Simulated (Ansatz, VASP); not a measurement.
## Sc3BN2 in VASP and in Ansatz

```xyz
6
Lattice="5.6751 0.0000 0.0000 -2.8375 4.9147 0.0000 0.0000 0.0000 4.2486" Properties=species:S:1:pos:R:3 pbc="T T T"
Sc    0.0000    3.2765    2.1243
Sc    2.8375    1.6382    2.1243
Sc    0.0000    0.0000    2.1243
B     0.0000    0.0000    0.0000
N     0.0000    3.2765    0.0000
N     2.8375    1.6382    0.0000
```

Alike in both runs: functional PBE; k mesh 6 × 6 × 4; occupations gaussian, width 0.1 eV; no spin polarisation.

Ansatz relaxed the structure, and its values are those at the end. VASP's run is a single point on that final structure, the one shown.

|  | VASP | Ansatz |
| --- | --- | --- |
| version | VASP 6.6.1 | Ansatz 0.2.0 |
| potentials or method | VASP PAW PBE potentials, release 64 (Sc_sv, B, N), cutoff 520 eV | scalar-relativistic, plane waves, PAW |
| valence electrons in the cell | 46 | 46 |

|  | VASP | Ansatz | Ansatz less VASP |
| --- | --- | --- | --- |
| gap on the k mesh at the Fermi level (eV) | none | none | - |
| pressure (GPa) | 0.1 | -0.1 | -0.17 |

A gap of «none» marks a metal or a gap that the smearing closes.

The k mesh is coarse, so the values compare programs but aren't converged.
